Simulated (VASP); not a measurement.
Write the native input for VASP 6.6.1 that does the following.

* Task: single point
* Functional: PBE
* Potentials or basis: VASP PAW PBE potentials, release 64 (Al, Au)
* Cutoff: 520 eV
* k mesh: 12 × 12 × 12
* Occupations: gaussian, width 0.1 eV
* Spin: no spin polarisation
* Dipole correction: no
* Further INCAR settings: ALGO = Normal; EDIFF = 1e-06; NBANDS = 16

The structure of Al2Au lies in POSCAR:

```
Al2Au
1.0
    0.0000000000      3.0303902161      3.0303902161
    3.0303902161      0.0000000000      3.0303902161
    3.0303902161      3.0303902161      0.0000000000
Al Au
2 1
Direct
    0.2500000000      0.2500000000      0.2500000000
    0.7500000000      0.7500000000      0.7500000000
    0.0000000000      0.0000000000      0.0000000000
```

The input as run:

INCAR

```
SYSTEM = Al2Au
  PREC = Accurate
  ENCUT = 520
  EDIFF = 1E-6
  ISMEAR = 0
  SIGMA = 0.1
  LREAL = .False.
  LASPH = .True.
  NELM = 80
  ALGO = Normal
  ISIF = 2
  LWAVE = .False.
  LCHARG = .False.
  GGA = PE
  NBANDS = 16
```

KPOINTS

```
Automatic mesh
0
Gamma
  12 12 12
  0 0 0
```

Potentials or basis: VASP PAW PBE potentials, release 64 (Al, Au).

Launch:

```bash
$ cat potpaw_PBE.64/Al/POTCAR potpaw_PBE.64/Au/POTCAR > POTCAR
$ mpirun -np 1 vasp_std > vasp.out
```

It gave:

```json
{
 "Pressure": "-0.2 GPa"
}
```

Wall time 66 s on 1 thread of Intel Xeon 6975P-C, with other jobs on the host, peak memory 0.21 GiB.
